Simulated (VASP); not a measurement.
# Ta2Al5 (Cmmm) in VASP: a series of runs, part 2 of 2

VASP 6.6.1. The steps go on from the part before.

**4. Single point, PBE**

This run uses another cell than the first one, of 17.33 Å³/atom, 0.989 times its volume.

INCAR

```
ALGO = Fast
EDIFF = 1E-6
ENCUT = 520
GGA = PE
ISIF = 2
ISMEAR = 0
LASPH = True
LCHARG = False
LREAL = False
LWAVE = False
NBANDS = 28
NELM = 60
PREC = Accurate
SIGMA = 0.2
```

KPOINTS

```
k-points
0
Gamma
  8 4 4
```

POSCAR

```
Ta2Al5
1.0
    0.0000000000      0.0000000000      2.8601582897
    3.5943170300     -5.9013997760      0.0000000000
    3.5943170300      5.9013997760      0.0000000000
Ta Al
2 5
Direct
    0.5000000000      0.7111571872      0.2888428128
    0.5000000000      0.2888428128      0.7111571872
    0.0000000000      0.3034219300      0.0684218412
    0.0000000000      0.6965780700      0.9315781588
    0.0000000000      0.9315781588      0.6965780700
    0.0000000000      0.0684218412      0.3034219300
    0.0000000000      0.5000000000      0.5000000000
```

Potentials or basis: VASP PAW PBE potentials, release 64 (Ta_pv, Al).

Started as:

```bash
$ cat potpaw_PBE.64/Ta_pv/POTCAR potpaw_PBE.64/Al/POTCAR > POTCAR
$ mpirun -np 1 vasp_std > vasp.out
```

OUTCAR:

```text
EDIFF = 1E-6
   ENCUT = 520
   GGA = PE
   ISIF = 2
   ISMEAR = 0
   LASPH = True
   LREAL = False
   NELM = 60
   PREC = Accurate

 ion  position               nearest neighbor table
   1  0.500  0.711  0.289-   4 2.81   6 2.81   4 2.81   6 2.81   7 2.87   7 2.87   3 2.89   5 2.89
                             5 2.89   3 2.89
   2  0.500  0.289  0.711-   3 2.81   5 2.81   3 2.81   5 2.81   7 2.87   7 2.87   4 2.89   4 2.89
                             6 2.89   6 2.89
   3  0.000  0.303  0.068-   7 2.65   5 2.67   6 2.77   2 2.81   2 2.81   1 2.89   1 2.89   4 3.26
[... 965 lines left out ...]
  Total       -0.3169372     -0.3386292      0.8577203      0.0000000      0.0000000      0.0000000
  in kB       -4.1849692     -4.4713996     11.3256937      0.0000000      0.0000000      0.0000000
  external PRESSURE =       0.8897750 kB  Pullay stress =       0.0000000 kB

 VOLUME and BASIS-vectors are now :
 -----------------------------------------------------------------------------
  energy-cutoff  :      520.00
  volume of cell :      121.34
      direct lattice vectors                 reciprocal lattice vectors
     0.000000000  0.000000000  2.860158290     0.000000000  0.000000000  0.349630999
     3.594317030 -5.901399776  0.000000000     0.139108486 -0.084725662  0.000000000
     3.594317030  5.901399776  0.000000000     0.139108486  0.084725662  0.000000000

 POSITION                                       TOTAL-FORCE (eV/Angst)
 -----------------------------------------------------------------------------------
      3.59432     -2.49225      1.43008         0.000000      0.080588      0.000000
      3.59432      2.49225      1.43008         0.000000     -0.080588      0.000000
      1.33652     -1.38683      0.00000         0.003752     -0.070472      0.000000
      5.85211      1.38683      0.00000        -0.003752      0.070472      0.000000
      5.85211     -1.38683      0.00000        -0.003752     -0.070472      0.000000
      1.33652      1.38683      0.00000         0.003752      0.070472      0.000000
      3.59432      0.00000      0.00000         0.000000     -0.000000      0.000000
 -----------------------------------------------------------------------------------
    total drift:                                0.000000     -0.000000      0.000000

  FREE ENERGIE OF THE ION-ELECTRON SYSTEM (eV)
  ---------------------------------------------------
  free  energy   TOTEN  =       -43.3578737029 eV

  energy  without entropy=      -43.2906346702  energy(sigma->0) =      -43.32425419
```

stdout:

```text
POSCAR found type information on POSCAR TaAl
 POSCAR found :  2 types and       7 ions
 scaLAPACK will be used
 LDA part: xc-table for (Slater+PW92), standard interpolation
 POSCAR, INCAR and KPOINTS ok, starting setup
 FFT: planning ... GRIDC
 FFT: planning ... GRID_SOFT
 FFT: planning ... GRID
 WAVECAR not read
 entering main loop
```

Run time: 59 s. Hardware: 1 thread of Intel Xeon 6975P-C (Granite Rapids), shared host; peak memory 0.31 GiB.

What came out:

```yaml
Free_energy: -43.3579 eV
Pressure: 0.1 GPa
Largest_force: 0.081 eV/Å
```

Forces in eV/Å, atoms in the order of the input:
```
Ta   0.000  0.081  0.000
Ta   0.000 -0.081  0.000
Al   0.004 -0.070  0.000
Al  -0.004  0.070  0.000
Al  -0.004 -0.070  0.000
Al   0.004  0.070  0.000
Al   0.000  0.000  0.000
```

Caveat: spin-orbit coupling is left out, which moves the levels of the heavy elements.

**5. Single point, PBE**

This run uses another cell than the first one, of 17.33 Å³/atom, 0.989 times its volume.

INCAR

```
SYSTEM = Ta2Al5
PREC = Accurate ; ENCUT = 520
EDIFF = 1E-7 ; ISMEAR = 0
SIGMA = 0.1 ; LREAL = .False.
LASPH = .True. ; NELM = 80
ALGO = Fast ; ISIF = 2
LWAVE = .False. ; LCHARG = .False.
GGA = PE ; NBANDS = 28
```

KPOINTS

```
regular mesh
0
Gamma
  6 6 10
  0 0 0
```

POSCAR

```
Ta2Al5
1.0
    3.5943170300     -5.9013997760      0.0000000000
    3.5943170300      5.9013997760      0.0000000000
    0.0000000000      0.0000000000      2.8601582897
Ta Al
2 5
Direct
    0.7111571872      0.2888428128      0.5000000000
    0.2888428128      0.7111571872      0.5000000000
    0.3034219300      0.0684218412      0.0000000000
    0.6965780700      0.9315781588      0.0000000000
    0.9315781588      0.6965780700      0.0000000000
    0.0684218412      0.3034219300      0.0000000000
    0.5000000000      0.5000000000      0.0000000000
```

Started as:

```bash
$ cat potpaw_PBE.64/Ta_pv/POTCAR potpaw_PBE.64/Al/POTCAR > POTCAR
$ mpirun -np 1 vasp_std > vasp.out
```

Run time: 3.5 min. Hardware: 1 thread of Intel Xeon 6975P-C (Granite Rapids), shared host; peak memory 0.39 GiB.

The run converged. Its results:

```
Free energy   : -43.3653 eV
Pressure      : 0.0 GPa
Largest force : 0.007 eV/Å
```

Forces in eV/Å, atoms in the order of the input:
```
Ta   0.000 -0.007  0.000
Ta   0.000  0.007  0.000
Al  -0.004  0.004  0.000
Al   0.004 -0.004  0.000
Al   0.004  0.004  0.000
Al  -0.004 -0.004  0.000
Al   0.000  0.000  0.000
```

Levels at points of the mesh, in eV from the Fermi level:
```csv
k point,band 14,band 15,band 16,band 17,band 18,band 19,band 20,band 21,band 22,band 23
"(0.00, 0.00, 0.00)",-2.33,-1.42,-1.29,-0.92,-0.80,1.31,1.40,2.43,2.65,2.70
"(0.50, 0.00, 0.00)",-2.86,-2.35,-1.87,-1.17,-0.99,1.52,1.99,2.55,2.60,2.92
"(0.50, 0.50, 0.00)",-2.99,-2.40,-1.88,-1.03,0.13,0.66,2.41,2.51,2.72,2.80
"(0.00, 0.00, 0.50)",-1.96,-1.83,-1.05,-0.89,-0.83,-0.70,-0.19,-0.09,0.82,2.18
"(0.50, 0.00, 0.50)",-2.28,-2.18,-2.09,-1.48,-1.47,0.28,0.73,1.07,1.27,2.04
"(0.50, 0.50, 0.50)",-2.63,-2.10,-1.85,-1.77,-1.30,-1.12,-0.01,0.13,2.17,2.35
```

Caveat: spin-orbit coupling is left out, which moves the levels of the heavy elements.

**6. Summary**

| task | cell | k mesh | cutoff (eV) | smearing | gap on the mesh (eV) | pressure (GPa) | largest force (eV/Å) |
| --- | --- | --- | --- | --- | --- | --- | --- |
| single point | a = 6.832, b = 6.832, c = 2.943 Å, angles 90.0, 90.0, 116.8°, 7 atoms | 3 × 3 × 4 | 520 | gaussian 0.2 eV | none | -0.2 | 0.07 |
| relaxation of cell and atoms | relaxed from a = 5.227, b = 5.227, c = 4.336 Å, angles 90.0, 90.0, 103.6°, 7 atoms | 3 × 3 × 4 | 600 | gaussian 0.2 eV | none | -0.7 | 0.08 |
| single point | a = 2.860, b = 6.910, c = 6.910 Å, angles 117.3, 90.0, 90.0°, 7 atoms | 8 × 4 × 4 | 520 | gaussian 0.2 eV | none | 0.1 | 0.08 |
| single point | a = 6.910, b = 6.910, c = 2.860 Å, angles 90.0, 90.0, 117.3°, 7 atoms | 6 × 6 × 10 | 520 | gaussian 0.1 eV | none | 0.0 | 0.01 |

Alike in all rows: level PBE; potentials or basis VASP PAW PBE potentials, release 64 (Ta_pv, Al); no spin polarisation.

Caveats: some runs use coarse meshes; spin-orbit coupling is left out, which moves the levels of the heavy elements; the relaxation stopped at a loose force limit of 0.08 eV/Å, so its end isn't a converged minimum (some runs).

Total energies depend on the potentials used, so only differences within one code and one set of settings carry meaning.
